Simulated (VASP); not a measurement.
# Sb (R-3m) in VASP: a series of runs

Runs on Sb. Level: PBE. Tasks: single point.

Program: VASP 6.6.1. These are calculated values, not measurements. Logs are shortened: lines on timing, memory, paths and dates and some standing lists are left out, and cuts for length are marked.

## (1) The cell of the first run

Symmetry: R-3m, No. 166, trigonal system. Conventional cell: a = 4.376 Å, b = 4.376 Å, c = 11.529 Å, α = 90.00°, β = 90.00°, γ = 120.00°. Sb (site symmetry 3m) has 6 Sb at 2.95 to 3.43 Å within 3.9 Å.

## (2) Single point, PBE

Contents of INCAR:

```
ALGO = Normal ; EDIFF = 1E-6
ENCUT = 520 ; GGA = PE
ISIF = 2 ; ISMEAR = -1
LASPH = True ; LCHARG = True
LELF = True ; LREAL = False
LVHAR = True ; LWAVE = False
NBANDS = 12 ; NELM = 100
PREC = Accurate ; SIGMA = 0.1
```

Contents of KPOINTS:

```
k-points
0
Gamma
  14 14 14
```

Contents of POSCAR:

```
Sb
1.0
    2.1879027727      1.2631862548      3.8431662947
   -2.1879027727      1.2631862548      3.8431662947
    0.0000000000     -2.5263725096      3.8431662947
Sb
2
Direct
    0.2326797760      0.2326797760      0.2326797760
    0.7673202240      0.7673202240      0.7673202240
```

Potentials or basis: VASP PAW PBE potentials, release 64 (Sb).

The run is started by

```
> cat potpaw_PBE.64/Sb/POTCAR > POTCAR
> mpirun -np 1 vasp_std > vasp.out
```

OUTCAR:

```text
EDIFF = 1E-6
   ENCUT = 520
   GGA = PE
   ISIF = 2
   ISMEAR = -1
   LASPH = True
   LREAL = False
   NELM = 100
   PREC = Accurate

 ion  position               nearest neighbor table
   1  0.233  0.233  0.233-   2 2.95   2 2.95   2 2.95   2 3.43   2 3.43   2 3.43
   2  0.767  0.767  0.767-   1 2.95   1 2.95   1 2.95   1 3.43   1 3.43   1 3.43

  LATTYP: Found a trigonal (rhomboedric) cell.
 ALAT       =     4.5991831042
 COS(alpha) =     0.5473894919

  Lattice vectors:

 A1 = (   2.1879027727,   1.2631862548,   3.8431662947)
 A2 = (  -2.1879027727,   1.2631862548,   3.8431662947)
 A3 = (   0.0000000000,  -2.5263725096,   3.8431662947)

Analysis of symmetry for initial positions (statically):
=====================================================================
 Subroutine PRICEL returns:
 Original cell was already a primitive cell.

 Routine SETGRP: Setting up the symmetry group for a
 trigonal (rhombohedral) supercell.

 Subroutine GETGRP returns: Found 12 space group operations
 (whereof 12 operations were pure point group operations)
 out of a pool of 12 trial point group operations.

The static configuration has the point symmetry D_3d.

Analysis of symmetry for dynamics (positions and initial velocities):
=====================================================================
 Subroutine PRICEL returns:
 Original cell was already a primitive cell.

 Routine SETGRP: Setting up the symmetry group for a
 trigonal (rhombohedral) supercell.

 Subroutine GETGRP returns: Found 12 space group operations
 (whereof 12 operations were pure point group operations)
 out of a pool of 12 trial point group operations.

The dynamic configuration has the point symmetry D_3d.

 Subroutine INISYM returns: Found 12 space group operations
 (whereof 12 operations are pure point group operations),
 and found     1 'primitive' translations

----------------------------------------------------------------------------------------

                                     Primitive cell

  volume of cell :      63.7288

  direct lattice vectors                    reciprocal lattice vectors
     2.187902773  1.263186255  3.843166295     0.228529351  0.131941482  0.086734038
    -2.187902773  1.263186255  3.843166295    -0.228529351  0.131941482  0.086734038
     0.000000000 -2.526372510  3.843166295     0.000000000 -0.263882964  0.086734038

  length of vectors
     4.599183104  4.599183104  4.599183104     0.277771511  0.277771511  0.277771511

  position of ions in fractional coordinates (direct lattice)
     0.232679776  0.232679776  0.232679776
     0.767320224  0.767320224  0.767320224

  ion indices of the primitive-cell ions
   primitive index   ion index
                 1           1
                 2           2

----------------------------------------------------------------------------------------

 KPOINTS: k-points

Automatic generation of k-mesh.
 Grid dimensions read from file:
 generate k-points for:   14   14   14

 Generating k-lattice:

  Cartesian coordinates                     Fractional coordinates (reciprocal lattice)
     0.016323525  0.009424392  0.006195288     0.071428571  0.000000000  0.000000000
    -0.016323525  0.009424392  0.006195288     0.000000000  0.071428571  0.000000000
     0.000000000 -0.018848783  0.006195288     0.000000000  0.000000000  0.071428571

  Length of vectors
     0.019840822  0.019840822  0.019840822

  Shift w.r.t. Gamma in fractional coordinates (k-lattice)
     0.000000000  0.000000000  0.000000000

 Subroutine IBZKPT returns following result:
 ===========================================

 Found    288 irreducible k-points:

 Following reciprocal coordinates:
            Coordinates               Weight
  0.000000  0.000000  0.000000      1.000000
  0.071429  0.000000  0.000000      6.000000
  0.142857  0.000000  0.000000      6.000000
  0.214286  0.000000  0.000000      6.000000
  0.285714  0.000000  0.000000      6.000000
  0.357143  0.000000  0.000000      6.000000
[... 16 lines left out ...]
  0.214286  0.142857 -0.000000     12.000000
  0.285714  0.142857  0.000000     12.000000
 [... further k-points ...]
   k-points           NKPTS =    288   k-points in BZ     NKDIM =    288   number of bands    NBANDS=     12
   number of dos      NEDOS =    301   number of ions     NIONS =      2
   total plane-waves  NPLWV =  46656
   dimension x,y,z NGX =    36 NGY =   36 NGZ =   36
   dimension x,y,z NGXF=    72 NGYF=   72 NGZF=   72
   ions per type =               2
   NGX,Y,Z   is equivalent  to a cutoff of  13.01, 13.01, 13.01 a.u.
   NGXF,Y,Z  is equivalent  to a cutoff of  26.03, 26.03, 26.03 a.u.
 SYSTEM =  unknown system
   PREC   = accura    normal or accurate (medium, high low for compatibility)
   ISTART =      0    job   : 0-new  1-cont  2-samecut
   ICHARG =      2    charge: 1-file 2-atom 10-const
   ISPIN  =      1    spin polarized calculation?
   LNONCOLLINEAR =      F non collinear calculations
   LSORBIT =      F    spin-orbit coupling
   LASPH  =      T    aspherical Exc in radial PAW
   ENCUT  =  520.0 eV  38.22 Ry    6.18 a.u.   8.55  8.55  8.55*2*pi/ulx,y,z
   NELM   =    100;   NELMIN=  2; NELMDL= -5     # of ELM steps
   EDIFF  = 0.1E-05   stopping-criterion for ELM
   LREAL  =      F    real-space projection
   EDIFFG = 0.1E-04   stopping-criterion for IOM
   NSW    =      0    number of steps for IOM
   IBRION =     -1    ionic relax: 0-MD 1-quasi-New 2-CG
   NFREE  =      0    steps in history (QN), initial steepest desc. (CG)
   ISIF   =      2    stress and relaxation
   ISYM   =      2    0-nonsym 1-usesym 2-fastsym
   POTIM  = 0.5000    time-step for ionic-motion
   TEBEG  =    0.0;   TEEND  =   0.0 temperature during run
   PSTRESS=    0.0 pullay stress
   NELECT =      10.0000    total number of electrons
   NUPDOWN=      -1.0000    fix difference up-down
   EMIN   =  10.00;   EMAX   =-10.00  energy-range for DOS
   EFERMI =   0.00;   METHOD = LEGACY
   ISMEAR =    -1;   SIGMA  =   0.10  broadening in eV -4-tet -1-fermi 0-gaus
   EFERMI_NEDOS =   21; number of points for ismear=-14 and -15
   IALGO  =     38    algorithm
   IMIX   =      4    mixing-type and parameters
     AMIX     =   0.40;   BMIX     =  1.00
     AMIX_MAG =   1.60;   BMIX_MAG =  1.00
  volume/ion in A,a.u.               =      31.86       215.03
  Fermi-wavevector in a.u.,A,eV,Ry     =   0.883004  1.668636 10.608419  0.779697
  Thomas-Fermi vector in A             =   2.003712
   LORBIT       =      0    0 simple, 1 ext, 2 COOP (PROOUT), +10 PAW based schemes
   GGA     = PE    functional components
   LHFCALC =     F    Hartree Fock is set to
   AEXX    =    0.0000 exact exchange contribution
   IVDW    =     0    specifies the selected vdW correction
   LEPSILON=     F    determine dielectric tensor
   LRPA    =     F    only Hartree local field effects (RPA)
 non-spin polarized calculation
  energy-cutoff  :      520.00
  volume of cell :       63.73
 maximum number of plane-waves:      1737
 NGX is ok and might be reduce to    36
   NGX = 17   NGY = 17   NGZ = 17

 number of electron      10.0000000 magnetization

 Free energy of the ion-electron system (eV)
  ---------------------------------------------------
  ext. energy  EPLUGINS =         0.00000000
  ---------------------------------------------------
  free energy    TOTEN  =        -8.27678455 eV

  energy without entropy =       -8.26709028  energy(sigma->0) =       -8.27193741

 E-fermi :   6.6046     XC(G=0):  -9.2972

 val. band max:        6.5699143937   @ k =   0.4286   0.0714   0.0714
 cond. band min:       6.6749894835   @ k =   0.3571   0.2143   0.2143
 fundamental gap:      0.1050750898
 Fermi energy:         6.6045829513

 k-point     1 :       0.0000    0.0000    0.0000
  band No.  band energies     occupation
      1      -5.7045      2.00000
      2       1.5692      2.00000
      3       4.6858      2.00000
      4       4.9340      2.00000
      5       4.9340      2.00000
      6       8.5845      0.00000
      7       9.2138      0.00000
      8       9.2138      0.00000
      9      11.8096      0.00000
     10      11.8096      0.00000
     11      11.9492      0.00000
     12      13.3418      0.00000

 k-point     2 :       0.0714    0.0000    0.0000
  band No.  band energies     occupation
      1      -5.6511      2.00000
      2       1.3538      2.00000
      3       4.7120      2.00000
      4       4.9184      2.00000
      5       4.9918      2.00000
      6       8.5785      0.00000
      7       9.0599      0.00000
      8       9.0961      0.00000
      9      11.5289      0.00000
     10      11.7948      0.00000
     11      11.8011      0.00000
     12      13.7252      0.00000

 k-point     3 :       0.1429    0.0000    0.0000
  band No.  band energies     occupation
      1      -5.4914      2.00000
      2       0.7997      2.00000
      3       4.7202      2.00000
      4       4.8782      2.00000
      5       5.1760      2.00000
      6       8.4403      0.00000
      7       8.6990      0.00000
      8       8.7733      0.00000
      9      11.2450      0.00000
     10      11.7040      0.00000
     11      11.9519      0.00000
     12      14.5677      0.00000

 k-point     4 :       0.2143    0.0000    0.0000
  band No.  band energies     occupation
      1      -5.2272      2.00000
      2       0.0626      2.00000
      3       4.7140      2.00000
      4       4.8293      2.00000
      5       5.4064      1.99999
      6       8.0520      0.00000
      7       8.2595      0.00000
      8       8.3446      0.00000
      9      11.3795      0.00000
     10      11.9038      0.00000
     11      12.3739      0.00000
     12      15.6784      0.00000

 k-point     5 :       0.2857    0.0000    0.0000
  band No.  band energies     occupation
      1      -4.8622      2.00000
      2      -0.7459      2.00000
      3       4.7287      2.00000
      4       4.7869      2.00000
      5       5.6295      1.99988
      6       7.5805      0.00012
      7       7.7628      0.00002
      8       7.9192      0.00000
      9      11.8340      0.00000
     10      12.4659      0.00000
     11      13.0302      0.00000
     12      16.8476      0.00000
[... 228 lines left out ...]
      1      -5.5588      2.00000
      2       1.0479      2.00000
      3       4.5827      2.00000
      4       4.9317      2.00000
      5       5.1563      2.00000
      6       8.4821      0.00000
      7       8.6077      0.00000
      8       9.2051      0.00000
      9      11.1995      0.00000
     10      11.7120      0.00000
     11      12.0823      0.00000
     12      13.7306      0.00000

 k-point    22 :       0.1429    0.1429    0.0000
  band No.  band energies     occupation
      1      -5.4368      2.00000
      2       0.7247      2.00000
      3       4.2281      2.00000
      4       4.4934      2.00000
      5       6.0092      1.99482
      6       7.4688      0.00035
      7       8.8991      0.00000
      8       9.5922      0.00000
      9      11.0992      0.00000
     10      12.1814      0.00000
     11      12.5385      0.00000
     12      13.8265      0.00000

 k-point    23 :       0.2143    0.1429   -0.0000
  band No.  band energies     occupation
      1      -5.2527      2.00000
      2       0.3034      2.00000
      3       4.0214      2.00000
      4       4.3396      2.00000
      5       5.9707      1.99647
      6       7.3948      0.00074
      7       8.9367      0.00000
      8       9.5725      0.00000
      9      10.8601      0.00000
     10      12.5512      0.00000
     11      12.9495      0.00000
     12      14.1880      0.00000

 k-point    24 :       0.2857    0.1429    0.0000
  band No.  band energies     occupation
      1      -4.9671      2.00000
      2      -0.3000      2.00000
      3       3.8823      2.00000
      4       4.2184      2.00000
      5       5.6022      1.99991
      6       7.6646      0.00005
      7       8.9557      0.00000
      8       9.2716      0.00000
      9      10.6766      0.00000
     10      13.0639      0.00000
     11      13.4776      0.00000
     12      15.0289      0.00000

 [... further k-points ...]

------------------------ aborting loop because EDIFF is reached ----------------------------------------

  FORCE on cell =-STRESS in cart. coord.  units (eV):
  Direction    XX          YY          ZZ          XY          YZ          ZX
  --------------------------------------------------------------------------------------
  -------------------------------------------------------------------------------------
  Total        0.0199929      0.0199929      0.0304694     -0.0000000      0.0000000      0.0000000
  in kB        0.5026317      0.5026317      0.7660171     -0.0000000      0.0000000      0.0000000
  external PRESSURE =       0.5904269 kB  Pullay stress =       0.0000000 kB

 VOLUME and BASIS-vectors are now :
 -----------------------------------------------------------------------------
  energy-cutoff  :      520.00
  volume of cell :       63.73
      direct lattice vectors                 reciprocal lattice vectors
     2.187902773  1.263186255  3.843166295     0.228529351  0.131941482  0.086734038
    -2.187902773  1.263186255  3.843166295    -0.228529351  0.131941482  0.086734038
     0.000000000 -2.526372510  3.843166295     0.000000000 -0.263882964  0.086734038

 POSITION                                       TOTAL-FORCE (eV/Angst)
 -----------------------------------------------------------------------------------
      0.00000      0.00000      2.68268         0.000000      0.000000      0.053227
      0.00000      0.00000      8.84682         0.000000      0.000000     -0.053227
 -----------------------------------------------------------------------------------
    total drift:                                0.000000      0.000000      0.000000

  FREE ENERGIE OF THE ION-ELECTRON SYSTEM (eV)
  ---------------------------------------------------
  free  energy   TOTEN  =        -8.2767845499 eV

  energy  without entropy=       -8.2670902750  energy(sigma->0) =       -8.27193741
```

It took 55 s on 1 thread of Intel Xeon 6975P-C (Granite Rapids), shared host; peak memory 0.33 GiB.

Results:

| Item | Value |
| --- | --- |
| Free energy | -8.2768 eV |
| Pressure | 0.1 GPa |
| Largest force | 0.053 eV/Å |
| Band gap on the k mesh | zero (bands 5 and 6 overlap by 0.28 eV) |

Forces on the atoms (eV/Å):
```
Sb   0.000  0.000  0.053
Sb   0.000  0.000 -0.053
```

Caveat: spin-orbit coupling is left out, which moves the levels of the heavy elements.

## (3) Single point, PBE (33.14 Å³/atom)

This run uses another cell than the first one, of 33.14 Å³/atom.

Contents of INCAR:

```
PREC = Accurate
ENCUT = 520
EDIFF = 1E-6
ISMEAR = -1
SIGMA = 0.1
LREAL = False
LASPH = True
NELM = 60
ALGO = Normal
ISIF = 2
LWAVE = False
LCHARG = True
GGA = PE
LELF = True
LVHAR = True
NBANDS = 12
```

Contents of KPOINTS:

```
regular mesh
0
Gamma
  14 14 14
```

Contents of POSCAR:

```
Sb
1.0
    2.2166942688      1.2798090328      3.8937400719
   -2.2166942688      1.2798090328      3.8937400719
    0.0000000000     -2.5596180656      3.8937400719
Sb
2
Direct
    0.2326797760      0.2326797760      0.2326797760
    0.7673202240      0.7673202240      0.7673202240
```

Potentials or basis: VASP PAW PBE potentials, release 64 (Sb).

The run is started by

```
> cat potpaw_PBE.64/Sb/POTCAR > POTCAR
> mpirun -np 1 vasp_std > vasp.out
```

It took 56 s on 1 thread of Intel Xeon 6975P-C (Granite Rapids), shared host; peak memory 0.35 GiB.

Results (log left out):

| Property | Result |
| --- | --- |
| Free energy | -8.2627 eV |
| Pressure | -1.8 GPa |
| Largest force | 0.141 eV/Å |
| Band gap on the k mesh | zero (bands 5 and 6 overlap by 0.22 eV) |

Forces in eV/Å, atoms in the order of the input:
```
Sb   0.000  0.000 -0.141
Sb   0.000  0.000  0.141
```

Stress tensor (GPa, compression positive):
```
-1.91  0.00  0.00
 0.00 -1.91  0.00
 0.00  0.00 -1.47
```

Levels at points of the mesh, in eV from the Fermi level:
| k point | band 3 | band 4 | band 5 | band 6 | band 7 | band 8 |
| --- | --- | --- | --- | --- | --- | --- |
| (0.00, 0.00, 0.00) | -1.81 | -1.58 | -1.58 | 1.97 | 2.56 | 2.56 |
| (0.50, 0.00, 0.00) | -1.76 | -1.67 | -0.23 | -0.19 | 0.30 | 0.70 |
| (0.50, 0.50, 0.00) | -4.85 | -3.29 | -3.23 | 1.80 | 4.50 | 5.19 |
| (0.50, 0.50, 0.50) | -1.16 | -1.16 | -0.57 | 0.33 | 0.33 | 1.05 |

Caveat: spin-orbit coupling is left out, which moves the levels of the heavy elements.
